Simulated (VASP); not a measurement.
# Se (R-3) in VASP: a series of runs, part 3 of 3

VASP 6.6.1. Earlier steps stand in the parts before.

## 4. Single point, PBE (epitaxial xy strain -2.0%)

The input, INCAR:

```
PREC = Accurate
ENCUT = 520
EDIFF = 1E-6
ISMEAR = -1
SIGMA = 0.02
LREAL = False
LASPH = True
NELM = 80
ALGO = Normal
ISIF = 2
LWAVE = False
LCHARG = False
GGA = PE
NBANDS = 27
```

The input, KPOINTS:

```
regular mesh
0
Gamma
  6 6 6
```

The input, POSCAR:

```
Se
1.0
    5.5116924298      3.1821771080      1.5289033218
   -5.5116924298      3.1821771080      1.5289033218
    0.0000000000     -6.3643542161      1.5289033217
Se
6
Direct
    0.8379622184      0.7133473412      0.0882442606
    0.7133473412      0.0882442606      0.8379622184
    0.0882442606      0.8379622184      0.7133473412
    0.1620377816      0.2866526588      0.9117557394
    0.2866526588      0.9117557394      0.1620377816
    0.9117557394      0.1620377816      0.2866526588
```

Potentials or basis: VASP PAW PBE potentials, release 64 (Se).

On the command line:

```
> cat potpaw_PBE.64/Se/POTCAR > POTCAR
> mpirun -np 1 vasp_std > vasp.out
```

OUTCAR:

```text
PREC = Accurate
   ENCUT = 520
   EDIFF = 1E-6
   ISMEAR = -1
   LREAL = False
   LASPH = True
   NELM = 80
   ISIF = 2
   GGA = PE

 ion  position               nearest neighbor table
   1  0.838  0.713  0.088-   5 2.38   6 2.38
   2  0.713  0.088  0.838-   4 2.38   6 2.38
   3  0.088  0.838  0.713-   4 2.38   5 2.38
   4  0.162  0.287  0.912-   2 2.38   3 2.38
   5  0.287  0.912  0.162-   1 2.38   3 2.38
   6  0.912  0.162  0.287-   1 2.38   2 2.38

  LATTYP: Found a trigonal (rhomboedric) cell.
 ALAT       =     6.5454220609
 COS(alpha) =    -0.4181580449

  Lattice vectors:

 A1 = (   5.5116924298,   3.1821771080,   1.5289033218)
 A2 = (  -5.5116924298,   3.1821771080,   1.5289033218)
 A3 = (   0.0000000000,  -6.3643542161,   1.5289033217)

Analysis of symmetry for initial positions (statically):
=====================================================================
 Subroutine PRICEL returns:
 Original cell was already a primitive cell.

 Routine SETGRP: Setting up the symmetry group for a
 trigonal (rhombohedral) supercell.

 Subroutine GETGRP returns: Found  6 space group operations
 (whereof  6 operations were pure point group operations)
 out of a pool of 12 trial point group operations.

The static configuration has the point symmetry S_6 .

Analysis of symmetry for dynamics (positions and initial velocities):
=====================================================================
 Subroutine PRICEL returns:
 Original cell was already a primitive cell.

 Routine SETGRP: Setting up the symmetry group for a
 trigonal (rhombohedral) supercell.

 Subroutine GETGRP returns: Found  6 space group operations
 (whereof  6 operations were pure point group operations)
 out of a pool of 12 trial point group operations.

The dynamic configuration has the point symmetry S_6 .

 Subroutine INISYM returns: Found  6 space group operations
 (whereof  6 operations are pure point group operations),
 and found     1 'primitive' translations

----------------------------------------------------------------------------------------

                                     Primitive cell

  volume of cell :     160.8943

  direct lattice vectors                    reciprocal lattice vectors
     5.511692430  3.182177108  1.528903322     0.090716238  0.052375044  0.218021198
    -5.511692430  3.182177108  1.528903322    -0.090716238  0.052375044  0.218021198
     0.000000000 -6.364354216  1.528903322     0.000000000 -0.104750088  0.218021198

  length of vectors
     6.545422061  6.545422061  6.545422061     0.241879771  0.241879771  0.241879771

  position of ions in fractional coordinates (direct lattice)
     0.837962218  0.713347341  0.088244261
     0.713347341  0.088244261  0.837962218
     0.088244261  0.837962218  0.713347341
     0.162037782  0.286652659  0.911755739
     0.286652659  0.911755739  0.162037782
     0.911755739  0.162037782  0.286652659

  ion indices of the primitive-cell ions
   primitive index   ion index
                 1           1
                 2           2
                 3           3
                 4           4
                 5           5
                 6           6

----------------------------------------------------------------------------------------

 KPOINTS: regular mesh

Automatic generation of k-mesh.
 Grid dimensions read from file:
 generate k-points for:    6    6    6

 Generating k-lattice:

  Cartesian coordinates                     Fractional coordinates (reciprocal lattice)
     0.015119373  0.008729174  0.036336866     0.166666667  0.000000000  0.000000000
    -0.015119373  0.008729174  0.036336866     0.000000000  0.166666667  0.000000000
     0.000000000 -0.017458348  0.036336866    -0.000000000 -0.000000000  0.166666667

  Length of vectors
     0.040313295  0.040313295  0.040313295

  Shift w.r.t. Gamma in fractional coordinates (k-lattice)
     0.000000000  0.000000000  0.000000000

 Subroutine IBZKPT returns following result:
 ===========================================

 Found     40 irreducible k-points:

 Following reciprocal coordinates:
            Coordinates               Weight
  0.000000  0.000000  0.000000      1.000000
  0.166667 -0.000000 -0.000000      6.000000
  0.333333 -0.000000  0.000000      6.000000
  0.500000 -0.000000  0.000000      3.000000
  0.166667  0.166667 -0.000000      6.000000
  0.333333  0.166667  0.000000      6.000000
[... 16 lines left out ...]
  0.333333  0.333333  0.166667      6.000000
  0.500000  0.333333  0.166667      6.000000
 [... further k-points ...]
   k-points           NKPTS =     40   k-points in BZ     NKDIM =     40   number of bands    NBANDS=     27
   number of dos      NEDOS =    301   number of ions     NIONS =      6
   total plane-waves  NPLWV = 125000
   dimension x,y,z NGX =    50 NGY =   50 NGZ =   50
   dimension x,y,z NGXF=   100 NGYF=  100 NGZF=  100
   ions per type =               6
   NGX,Y,Z   is equivalent  to a cutoff of  12.70, 12.70, 12.70 a.u.
   NGXF,Y,Z  is equivalent  to a cutoff of  25.40, 25.40, 25.40 a.u.
 SYSTEM =  unknown system
   PREC   = accura    normal or accurate (medium, high low for compatibility)
   ISTART =      0    job   : 0-new  1-cont  2-samecut
   ICHARG =      2    charge: 1-file 2-atom 10-const
   ISPIN  =      1    spin polarized calculation?
   LNONCOLLINEAR =      F non collinear calculations
   LSORBIT =      F    spin-orbit coupling
   LASPH  =      T    aspherical Exc in radial PAW
   ENCUT  =  520.0 eV  38.22 Ry    6.18 a.u.  12.17 12.17 12.17*2*pi/ulx,y,z
   NELM   =     80;   NELMIN=  2; NELMDL= -5     # of ELM steps
   EDIFF  = 0.1E-05   stopping-criterion for ELM
   LREAL  =      F    real-space projection
   EDIFFG = 0.1E-04   stopping-criterion for IOM
   NSW    =      0    number of steps for IOM
   IBRION =     -1    ionic relax: 0-MD 1-quasi-New 2-CG
   NFREE  =      0    steps in history (QN), initial steepest desc. (CG)
   ISIF   =      2    stress and relaxation
   ISYM   =      2    0-nonsym 1-usesym 2-fastsym
   POTIM  = 0.5000    time-step for ionic-motion
   TEBEG  =    0.0;   TEEND  =   0.0 temperature during run
   PSTRESS=    0.0 pullay stress
   NELECT =      36.0000    total number of electrons
   NUPDOWN=      -1.0000    fix difference up-down
   EMIN   =  10.00;   EMAX   =-10.00  energy-range for DOS
   EFERMI =   0.00;   METHOD = LEGACY
   ISMEAR =    -1;   SIGMA  =   0.02  broadening in eV -4-tet -1-fermi 0-gaus
   EFERMI_NEDOS =   21; number of points for ismear=-14 and -15
   IALGO  =     38    algorithm
   IMIX   =      4    mixing-type and parameters
     AMIX     =   0.40;   BMIX     =  1.00
     AMIX_MAG =   1.60;   BMIX_MAG =  1.00
  volume/ion in A,a.u.               =      26.82       180.96
  Fermi-wavevector in a.u.,A,eV,Ry     =   0.993868  1.878139 13.439481  0.987774
  Thomas-Fermi vector in A             =   2.125780
   LORBIT       =      0    0 simple, 1 ext, 2 COOP (PROOUT), +10 PAW based schemes
   GGA     = PE    functional components
   LHFCALC =     F    Hartree Fock is set to
   AEXX    =    0.0000 exact exchange contribution
   IVDW    =     0    specifies the selected vdW correction
   LEPSILON=     F    determine dielectric tensor
   LRPA    =     F    only Hartree local field effects (RPA)
 non-spin polarized calculation
  energy-cutoff  :      520.00
  volume of cell :      160.89
 maximum number of plane-waves:      4356
 NGX is ok and might be reduce to    50
   NGX = 25   NGY = 25   NGZ = 25

 number of electron      35.9999998 magnetization

 Free energy of the ion-electron system (eV)
  ---------------------------------------------------
  ext. energy  EPLUGINS =         0.00000000
  ---------------------------------------------------
  free energy    TOTEN  =       -20.73705682 eV

  energy without entropy =      -20.73705682  energy(sigma->0) =      -20.73705682

 E-fermi :   2.8640     XC(G=0):  -8.9140

 val. band max:        2.4123555422   @ k =  -0.1667   0.5000   0.1667
 cond. band min:       3.7898769020   @ k =  -0.1667   0.1667   0.1667
 fundamental gap:      1.3775213598
 Fermi energy:         2.8640270677

 k-point     1 :       0.0000    0.0000    0.0000
  band No.  band energies     occupation
      1     -13.2135      2.00000
      2     -11.3257      2.00000
      3     -11.3257      2.00000
      4      -9.2496      2.00000
      5      -9.2496      2.00000
      6      -7.8305      2.00000
[... 709 lines left out ...]
     26       8.4644      0.00000
     27       9.0003      0.00000

 [... further k-points ...]
[... 5 lines left out ...]
  --------------------------------------------------------------------------------------
  -------------------------------------------------------------------------------------
  Total        3.1623042      3.1623042      2.3431722     -0.0000005     -0.0000000      0.0000000
  in kB       31.4900702     31.4900702     23.3331939     -0.0000053     -0.0000000      0.0000000
  external PRESSURE =      28.7711114 kB  Pullay stress =       0.0000000 kB

 VOLUME and BASIS-vectors are now :
 -----------------------------------------------------------------------------
  energy-cutoff  :      520.00
  volume of cell :      160.89
      direct lattice vectors                 reciprocal lattice vectors
     5.511692430  3.182177108  1.528903322     0.090716238  0.052375044  0.218021198
    -5.511692430  3.182177108  1.528903322    -0.090716238  0.052375044  0.218021198
     0.000000000 -6.364354216  1.528903322     0.000000000 -0.104750088  0.218021198

 POSITION                                       TOTAL-FORCE (eV/Angst)
 -----------------------------------------------------------------------------------
      0.68684      4.37492      2.50672         0.120627     -0.265379     -0.226845
      3.44538     -2.78228      2.50672        -0.290139      0.028223     -0.226845
     -4.13221     -1.59264      2.50672         0.169511      0.237156     -0.226845
     -0.68684     -4.37492      2.07999        -0.120627      0.265379      0.226845
     -3.44538      2.78228      2.07999         0.290139     -0.028223      0.226845
      4.13221      1.59264      2.07999        -0.169511     -0.237156      0.226845
 -----------------------------------------------------------------------------------
    total drift:                                0.000000      0.000000     -0.000000

  FREE ENERGIE OF THE ION-ELECTRON SYSTEM (eV)
  ---------------------------------------------------
  free  energy   TOTEN  =       -20.7370568211 eV

  energy  without entropy=      -20.7370568211  energy(sigma->0) =      -20.73705682
```

It took 6.7 min on 1 thread of AMD EPYC, shared host; peak memory 0.36 GiB.

Results:

- Free energy: -20.7371 eV
- Pressure: 2.9 GPa
- Largest force: 0.369 eV/Å
- Band gap on the k mesh: 1.38 eV (least direct gap 1.45 eV)

Forces in eV/Å, atoms in the order of the input:
```
Se   0.121 -0.265 -0.227
Se  -0.290  0.028 -0.227
Se   0.170  0.237 -0.227
Se  -0.121  0.265  0.227
Se   0.290 -0.028  0.227
Se  -0.170 -0.237  0.227
```

Caveat: the cell differs from its parent crystal (epitaxial xy strain -2.0%); this functional lacks dispersion, which holds the molecules together, so the pressure and a relaxed volume are unreliable. A k mesh can miss the band edges.

## 5. Summary

| level | cell | k mesh | smearing | grid for exact exchange (PRECFOCK) | share of exact exchange | screening parameter | gap on the mesh (eV) | pressure (GPa) | largest force (eV/Å) |
| --- | --- | --- | --- | --- | --- | --- | --- | --- | --- |
| HSE06 | a = 6.475 Å, angles 115.2°, 6 atoms, strain -2.8% | 4 × 4 × 4 | gaussian 0.01 eV | Fast | 0.25 | 0.2079 1/Å | 2.18 | 1.6 | 0.33 |
| PBE | a = 6.475 Å, angles 115.2°, 6 atoms, strain -2.8% | 6 × 6 × 6 | fermi-dirac 0.02 eV | - | - | - | 1.24 | 4.3 | 0.40 |
| PBE | a = 6.545 Å, angles 114.7°, 6 atoms, epitaxial xy strain -2.0% | 6 × 6 × 6 | fermi-dirac 0.02 eV | - | - | - | 1.38 | 2.9 | 0.37 |

Alike in all rows: task single point; potentials or basis VASP PAW PBE potentials, release 64 (Se); no spin polarisation; cutoff (eV) 520.

Caveats: this functional lacks dispersion, which holds the molecules together, so the pressure and a relaxed volume are unreliable; the PAW data sets were made with another functional, which shifts forces and pressure a little (at least some runs); the cell stands under pressure (at least some runs).

Total energies depend on the potentials used, so only differences within one code and one set of settings carry meaning.
